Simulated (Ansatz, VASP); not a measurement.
**MoS2 in VASP and in Ansatz**

INCAR

```
SYSTEM = MoS2
PREC = Accurate
ENCUT = 520
EDIFF = 1E-6
ISMEAR = -1
SIGMA = 0.03
LREAL = .False.
LASPH = .True.
NELM = 80
ALGO = Normal
ISIF = 2
LWAVE = .False.
LCHARG = .False.
GGA = PE
NBANDS = 35
```

File KPOINTS:

```
regular mesh
0
Gamma
  10 10 3
  0 0 0
```

POSCAR

```
MoS2
1.0
    3.1819359971      0.0000000000      0.0000000000
   -1.5909679986      2.7556374067      0.0000000000
    0.0000000000      0.0000000000     12.3764262140
Mo S
2 4
Direct
    0.3333333333      0.6666666667      0.2500000000
    0.6666666667      0.3333333333      0.7500000000
    0.3333333333      0.6666666667      0.6275000000
    0.6666666667      0.3333333333      0.1275000000
    0.3333333333      0.6666666667      0.8725000000
    0.6666666667      0.3333333333      0.3725000000
```

Input for Ansatz:

```yaml
crystal:
  lattice:
    - [3.1819359971, 0.0, 0.0]
    - [-1.5909679986, 2.7556374067, 0.0]
    - [0.0, 0.0, 12.376426214]
  atoms:
    - { symbol: Mo, position: [0.3333333333, 0.6666666667, 0.25] }
    - { symbol: Mo, position: [0.6666666667, 0.3333333333, 0.75] }
    - { symbol: S, position: [0.3333333333, 0.6666666667, 0.6275] }
    - { symbol: S, position: [0.6666666667, 0.3333333333, 0.1275] }
    - { symbol: S, position: [0.3333333333, 0.6666666667, 0.8725] }
    - { symbol: S, position: [0.6666666667, 0.3333333333, 0.3725] }
kpoints:
  mp_grid: { grid: [10, 10, 3] }
  band_path:
    path:
      - [0.0, 0.0, 0.0]
      - [0.5, 0.0, 0.0]
      - [0.3333333333, 0.3333333333, 0.0]
      - [0.0, 0.0, 0.0]
      - [0.0, 0.0, 0.5]
      - [0.5, 0.0, 0.5]
      - [0.3333333333, 0.3333333333, 0.5]
      - [0.0, 0.0, 0.5]
      - [0.5, 0.0, 0.5]
    npoints: 5
scf:
  occupations: { method: fermi_dirac, width: 0.03 }
hamiltonian:
  xc: pbe
  pseudopotentials: { kind: all_electron, lapw: { basis_error: 0.001 } }
output:
  forces: true
  stress: true
  eigenvalues: true
```

Change from the starting cell: volume scaled by 1.02.

Alike in both runs: task single point; functional PBE; k mesh 10 × 10 × 3; occupations fermi-dirac, width 0.03 eV; no spin polarisation.

```csv
,VASP,Ansatz
version,VASP 6.6.1,Ansatz 0.2.0
potentials or method,"VASP PAW PBE potentials, release 64 (Mo_sv, S), cutoff 520 eV","all-electron LAPW, scalar-relativistic"
```

Ansatz gave:

```
pressure (GPa)                                                : 5.6
traceless stress, the component that is largest in VASP (GPa) : 4.14
rms of the force components (eV/Å)                            : 0.403
```

Task: Which values does VASP return?

Result: Pressure (GPa): 5.4; traceless stress, the component that is largest in VASP (GPa): 4.10; rms of the force components (eV/Å): 0.395.

Atom by atom the forces differ by 0.008 eV/Å (rms over components). Ansatz ran all-electron here, and VASP with PAW potentials.
